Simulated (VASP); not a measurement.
## SnO: single point with LDA

SnO:

```
Sn O
1.0
     4.03060    0.00000    0.00000
     0.00000    4.03060    0.00000
     0.00000    0.00000    5.02770
Sn O
2 2
Direct
  0.00000 0.50000 0.24575
  0.50000 0.00000 0.75425
  0.00000 0.00000 0.00000
  0.50000 0.50000 0.00000
```

| Property | Result |
| --- | --- |
| Program | VASP 6.6.1 |
| Task | single point |
| Functional | LDA |
| Potentials or basis | VASP PAW LDA potentials, release 64 (Sn_d, O) |
| Cutoff | 520 eV |
| k mesh | 10 × 10 × 8 |
| Occupations | gaussian, width 0.15 eV |
| Spin | no spin polarisation |

```json
{
 "Pressure": "-14.1 GPa",
 "Largest force": "2.215 eV/Å",
 "Band gap on the k mesh": "0.43 eV (least direct gap 1.80 eV)"
}
```

Forces on the atoms (eV/Å):
```
Sn   0.000  0.000 -2.215
Sn   0.000  0.000  2.215
O    0.000  0.000  0.000
O    0.000  0.000  0.000
```

Stress tensor (GPa, compression positive):
```
-14.77   0.00   0.00
  0.00 -14.77   0.00
  0.00   0.00 -12.67
```

Levels at points of the mesh, in eV from the valence-band top:
```csv
k point,band 16,band 17,band 18,band 19,band 20,band 21,band 22,band 23,band 24,band 25
"(0.00, 0.00, 0.00)",-4.57,-2.24,-1.93,-1.93,0.00,1.96,4.42,4.42,4.61,5.48
"(0.50, 0.00, 0.00)",-3.53,-3.35,-3.35,-1.91,-1.91,3.03,3.03,5.41,5.41,5.68
"(0.50, 0.50, 0.00)",-3.61,-1.56,-1.56,-1.36,-1.36,0.43,0.43,4.51,4.51,6.71
"(0.00, 0.00, 0.50)",-3.40,-2.32,-1.96,-1.96,-1.31,1.82,2.99,2.99,3.52,7.29
"(0.50, 0.00, 0.50)",-3.98,-3.31,-3.31,-1.13,-1.13,2.60,2.60,5.03,5.03,6.20
"(0.50, 0.50, 0.50)",-4.08,-2.27,-2.27,-1.36,-1.36,2.62,2.62,3.87,3.87,5.28
```

Wall time 5.6 min on 1 thread of Intel Xeon 8259CL, with other jobs on the host, peak memory 0.3 GiB.

Caveat: the cell stands under tension; semilocal functionals underestimate gaps, and a narrow one can read as zero; spin-orbit coupling is left out, which moves the levels of the heavy elements; forces of over 1 eV/Å act on the atoms, so gaps and moduli don't describe the material at rest. A k mesh can miss the band edges.
